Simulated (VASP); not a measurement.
# CuI (Cmcm) in VASP: notebook, part 2 of 2

VASP 6.6.1. Earlier steps stand in the parts before.

### 4 Single point, PBE (zz strain of -1 %)

INCAR reads:

```
SYSTEM = CuI
ALGO = Normal
EDIFF = 1E-6
ENCUT = 520
GGA = PE
ISIF = 2
ISMEAR = -1
LASPH = .True.
LCHARG = .True.
LELF = .True.
LREAL = .False.
LVHAR = .True.
LWAVE = .False.
NBANDS = 26
NELM = 60
PREC = Accurate
SIGMA = 0.02
```

KPOINTS reads:

```
k-points
0
Gamma
  5 5 6
  0 0 0
```

POSCAR reads:

```
CuI
1.0
    3.7331675900     -3.7110863700      0.0000000000
    3.7331675900      3.7110863700      0.0000000000
    0.0000000000      0.0000000000      4.2639276933
Cu I
2 2
Direct
    0.4204388300      0.5795611700      0.7500000000
    0.5795611700      0.4204388300      0.2500000000
    0.7700426800      0.2299573200      0.7500000000
    0.2299573200      0.7700426800      0.2500000000
```

Potentials or basis: VASP PAW PBE potentials, release 64 (Cu, I).

Started as:

```bash
$ cat potpaw_PBE.64/Cu/POTCAR potpaw_PBE.64/I/POTCAR > POTCAR
$ mpirun -np 1 vasp_std > vasp.out
```

OUTCAR:

```text
SYSTEM = CuI
   EDIFF = 1E-6
   ENCUT = 520
   GGA = PE
   ISIF = 2
   ISMEAR = -1
   LASPH = .True.
   LREAL = .False.
   NELM = 60
   PREC = Accurate

 ion  position               nearest neighbor table
   1  0.420  0.580  0.750-   2 2.44   2 2.44   4 2.56   4 2.56   3 2.59
   2  0.580  0.420  0.250-   1 2.44   1 2.44   3 2.56   3 2.56   4 2.59
   3  0.770  0.230  0.750-   2 2.56   2 2.56   1 2.59
   4  0.230  0.770  0.250-   1 2.56   1 2.56   2 2.59

  LATTYP: Found a base centered orthorhombic cell.
 ALAT       =     7.4221727400
 B/A-ratio  =     1.0059500690
 C/A-ratio  =     0.5744851060

  Lattice vectors:

 A1 = (  -3.7331675900,  -3.7110863700,   0.0000000000)
 A2 = (   3.7331675900,  -3.7110863700,   0.0000000000)
 A3 = (   0.0000000000,   0.0000000000,   4.2639276933)

Analysis of symmetry for initial positions (statically):
=====================================================================
 Subroutine PRICEL returns:
 Original cell was already a primitive cell.

 Routine SETGRP: Setting up the symmetry group for a
 base centered orthorhombic supercell.

 Subroutine GETGRP returns: Found  8 space group operations
 (whereof  4 operations were pure point group operations)
 out of a pool of  8 trial point group operations.

The static configuration has the point symmetry C_2h.
 The point group associated with its full space group is D_2h.

Analysis of symmetry for dynamics (positions and initial velocities):
=====================================================================
 Subroutine PRICEL returns:
 Original cell was already a primitive cell.

 Routine SETGRP: Setting up the symmetry group for a
 base centered orthorhombic supercell.

 Subroutine GETGRP returns: Found  8 space group operations
 (whereof  4 operations were pure point group operations)
 out of a pool of  8 trial point group operations.

The dynamic configuration has the point symmetry C_2h.
 The point group associated with its full space group is D_2h.

 Subroutine INISYM returns: Found  8 space group operations
 (whereof  4 operations are pure point group operations),
 and found     1 'primitive' translations

----------------------------------------------------------------------------------------

                                     Primitive cell

  volume of cell :     118.1458

  direct lattice vectors                    reciprocal lattice vectors
     3.733167590 -3.711086370  0.000000000     0.133934518 -0.134731437  0.000000000
     3.733167590  3.711086370  0.000000000     0.133934518  0.134731437  0.000000000
     0.000000000  0.000000000  4.263927693     0.000000000  0.000000000  0.234525553

  length of vectors
     5.263905613  5.263905613  4.263927693     0.189976354  0.189976354  0.234525553

  position of ions in fractional coordinates (direct lattice)
     0.420438830  0.579561170  0.750000000
     0.579561170  0.420438830  0.250000000
     0.770042680  0.229957320  0.750000000
     0.229957320  0.770042680  0.250000000

  ion indices of the primitive-cell ions
   primitive index   ion index
                 1           1
                 2           2
                 3           3
                 4           4

----------------------------------------------------------------------------------------

 KPOINTS: k-points

Automatic generation of k-mesh.
 Grid dimensions read from file:
 generate k-points for:    5    5    6

 Generating k-lattice:

  Cartesian coordinates                     Fractional coordinates (reciprocal lattice)
     0.026786904 -0.026946287  0.000000000     0.200000000  0.000000000  0.000000000
     0.026786904  0.026946287  0.000000000     0.000000000  0.200000000  0.000000000
     0.000000000  0.000000000  0.039087592     0.000000000  0.000000000  0.166666667

  Length of vectors
     0.037995271  0.037995271  0.039087592

  Shift w.r.t. Gamma in fractional coordinates (k-lattice)
     0.000000000  0.000000000  0.000000000

 Subroutine IBZKPT returns following result:
 ===========================================

 Found     36 irreducible k-points:

 Following reciprocal coordinates:
            Coordinates               Weight
  0.000000  0.000000  0.000000      1.000000
  0.200000 -0.000000  0.000000      4.000000
  0.400000  0.000000  0.000000      4.000000
  0.200000  0.200000  0.000000      2.000000
  0.400000  0.200000  0.000000      4.000000
 -0.400000  0.200000  0.000000      4.000000
[... 16 lines left out ...]
  0.400000  0.200000  0.333333      8.000000
 -0.400000  0.200000  0.333333      8.000000
 [... further k-points ...]
   k-points           NKPTS =     36   k-points in BZ     NKDIM =     36   number of bands    NBANDS=     26
   number of dos      NEDOS =    301   number of ions     NIONS =      4
   total plane-waves  NPLWV =  51200
   dimension x,y,z NGX =    40 NGY =   40 NGZ =   32
   dimension x,y,z NGXF=    80 NGYF=   80 NGZF=   64
   ions per type =               2   2
   NGX,Y,Z   is equivalent  to a cutoff of  12.63, 12.63, 12.48 a.u.
   NGXF,Y,Z  is equivalent  to a cutoff of  25.27, 25.27, 24.95 a.u.
 SYSTEM =  CuI
   PREC   = accura    normal or accurate (medium, high low for compatibility)
   ISTART =      0    job   : 0-new  1-cont  2-samecut
   ICHARG =      2    charge: 1-file 2-atom 10-const
   ISPIN  =      1    spin polarized calculation?
   LNONCOLLINEAR =      F non collinear calculations
   LSORBIT =      F    spin-orbit coupling
   LASPH  =      T    aspherical Exc in radial PAW
   ENCUT  =  520.0 eV  38.22 Ry    6.18 a.u.   9.79  9.79  7.93*2*pi/ulx,y,z
   NELM   =     60;   NELMIN=  2; NELMDL= -5     # of ELM steps
   EDIFF  = 0.1E-05   stopping-criterion for ELM
   LREAL  =      F    real-space projection
   EDIFFG = 0.1E-04   stopping-criterion for IOM
   NSW    =      0    number of steps for IOM
   IBRION =     -1    ionic relax: 0-MD 1-quasi-New 2-CG
   NFREE  =      0    steps in history (QN), initial steepest desc. (CG)
   ISIF   =      2    stress and relaxation
   ISYM   =      2    0-nonsym 1-usesym 2-fastsym
   POTIM  = 0.5000    time-step for ionic-motion
   TEBEG  =    0.0;   TEEND  =   0.0 temperature during run
   PSTRESS=    0.0 pullay stress
   NELECT =      36.0000    total number of electrons
   NUPDOWN=      -1.0000    fix difference up-down
   EMIN   =  10.00;   EMAX   =-10.00  energy-range for DOS
   EFERMI =   0.00;   METHOD = LEGACY
   ISMEAR =    -1;   SIGMA  =   0.02  broadening in eV -4-tet -1-fermi 0-gaus
   EFERMI_NEDOS =   21; number of points for ismear=-14 and -15
   IALGO  =     38    algorithm
   IMIX   =      4    mixing-type and parameters
     AMIX     =   0.40;   BMIX     =  1.00
     AMIX_MAG =   1.60;   BMIX_MAG =  1.00
  volume/ion in A,a.u.               =      29.54       199.32
  Fermi-wavevector in a.u.,A,eV,Ry     =   1.101631  2.081781 16.511910  1.213591
  Thomas-Fermi vector in A             =   2.238061
   LORBIT       =      0    0 simple, 1 ext, 2 COOP (PROOUT), +10 PAW based schemes
   GGA     = PE    functional components
   LHFCALC =     F    Hartree Fock is set to
   AEXX    =    0.0000 exact exchange contribution
   IVDW    =     0    specifies the selected vdW correction
   LEPSILON=     F    determine dielectric tensor
   LRPA    =     F    only Hartree local field effects (RPA)
 non-spin polarized calculation
  energy-cutoff  :      520.00
  volume of cell :      118.15
 maximum number of plane-waves:      3205
   NGX = 19   NGY = 19   NGZ = 15

 number of electron      35.9999994 magnetization

 Free energy of the ion-electron system (eV)
  ---------------------------------------------------
  ext. energy  EPLUGINS =         0.00000000
  ---------------------------------------------------
  free energy    TOTEN  =       -10.90700407 eV

  energy without entropy =      -10.90700407  energy(sigma->0) =      -10.90700407

 E-fermi :   4.4161     XC(G=0):  -8.6284

 val. band max:        3.9828018177   @ k =   0.0000   0.0000   0.0000
 cond. band min:       5.0091084539   @ k =   0.0000   0.0000   0.0000
 fundamental gap:      1.0263066361
 Fermi energy:         4.4161225156

 k-point     1 :       0.0000    0.0000    0.0000
  band No.  band energies     occupation
      1      -9.9552      2.00000
      2      -9.1995      2.00000
      3      -1.6810      2.00000
      4      -0.3468      2.00000
      5      -0.1087      2.00000
      6      -0.0453      2.00000
[... 685 lines left out ...]
     25      11.5111      0.00000
     26      12.0129      0.00000

 [... further k-points ...]

------------------------ aborting loop because EDIFF is reached ----------------------------------------

  FORCE on cell =-STRESS in cart. coord.  units (eV):
  Direction    XX          YY          ZZ          XY          YZ          ZX
  --------------------------------------------------------------------------------------
  -------------------------------------------------------------------------------------
  Total        0.7720049      1.6630800      2.2305513      0.0000000      0.0000000      0.0000000
  in kB       10.4691698     22.5530529     30.2485409      0.0000000      0.0000000      0.0000000
  external PRESSURE =      21.0902545 kB  Pullay stress =       0.0000000 kB

 VOLUME and BASIS-vectors are now :
 -----------------------------------------------------------------------------
  energy-cutoff  :      520.00
  volume of cell :      118.15
      direct lattice vectors                 reciprocal lattice vectors
     3.733167590 -3.711086370  0.000000000     0.133934518 -0.134731437  0.000000000
     3.733167590  3.711086370  0.000000000     0.133934518  0.134731437  0.000000000
     0.000000000  0.000000000  4.263927693     0.000000000  0.000000000  0.234525553

 POSITION                                       TOTAL-FORCE (eV/Angst)
 -----------------------------------------------------------------------------------
      3.73317      0.59052      3.19795         0.000000      0.132274     -0.000000
      3.73317     -0.59052      1.06598         0.000000     -0.132274      0.000000
      3.73317     -2.00430      3.19795         0.000000     -0.232892      0.000000
      3.73317      2.00430      1.06598         0.000000      0.232892      0.000000
 -----------------------------------------------------------------------------------
    total drift:                                0.000000     -0.000000      0.000000

  FREE ENERGIE OF THE ION-ELECTRON SYSTEM (eV)
  ---------------------------------------------------
  free  energy   TOTEN  =       -10.9070040685 eV

  energy  without entropy=      -10.9070040685  energy(sigma->0) =      -10.90700407
```

stdout:

```text
POSCAR found type information on POSCAR CuI
 POSCAR found :  2 types and       4 ions
 scaLAPACK will be used
 LDA part: xc-table for (Slater+PW92), standard interpolation
 POSCAR, INCAR and KPOINTS ok, starting setup
 FFT: planning ... GRIDC
 FFT: planning ... GRID_SOFT
 FFT: planning ... GRID
 WAVECAR not read
 entering main loop
```

Run time: 76 s. Hardware: 1 thread of Intel Xeon Platinum 8488C (Sapphire Rapids), shared host; peak memory 0.28 GiB.

Results:

```yaml
Free_energy: -10.9070 eV
Pressure: 2.1 GPa
Largest_force: 0.233 eV/Å
Band_gap_on_the_k_mesh: 1.03 eV, direct
```

Forces on the atoms (eV/Å):
```
Cu   0.000  0.132  0.000
Cu   0.000 -0.132  0.000
I    0.000 -0.233  0.000
I    0.000  0.233  0.000
```

Levels at points of the mesh, in eV from the valence-band top:
| k point | band 14 | band 15 | band 16 | band 17 | band 18 | band 19 | band 20 | band 21 | band 22 | band 23 |
| --- | --- | --- | --- | --- | --- | --- | --- | --- | --- | --- |
| (0.00, 0.00, 0.00) | -1.92 | -1.87 | -1.55 | -0.98 | 0.00 | 1.03 | 1.67 | 2.50 | 4.57 | 5.09 |
| (0.00, 0.00, 0.50) | -2.00 | -1.87 | -1.87 | -1.66 | -1.66 | 3.68 | 3.68 | 3.77 | 3.77 | 5.89 |

Caveat: the cell differs from its parent crystal (zz strain of -1 %); spin-orbit coupling is left out, which moves the levels of the heavy elements. A k mesh can miss the band edges.

### 5 The runs side by side

```csv
cell,gap on the mesh (eV),pressure (GPa),largest force (eV/Å)
"a = 5.264, b = 5.264, c = 4.307 Å, angles 90.0, 90.0, 89.7°, 4 atoms",1.04,1.5,0.15
"a = 5.264, b = 5.264, c = 4.178 Å, angles 90.0, 90.0, 89.7°, 4 atoms",1.00,3.6,0.43
"a = 5.264, b = 5.264, c = 4.264 Å, angles 90.0, 90.0, 89.7°, 4 atoms",1.03,2.1,0.23
```

Alike in all rows: task single point; level PBE; potentials or basis VASP PAW PBE potentials, release 64 (Cu, I); no spin polarisation; k mesh 5 × 5 × 6; cutoff (eV) 520; smearing fermi-dirac 0.02 eV.

Caveats: spin-orbit coupling is left out, which moves the levels of the heavy elements.

Absolute energies hang on the potentials; compare differences alone.
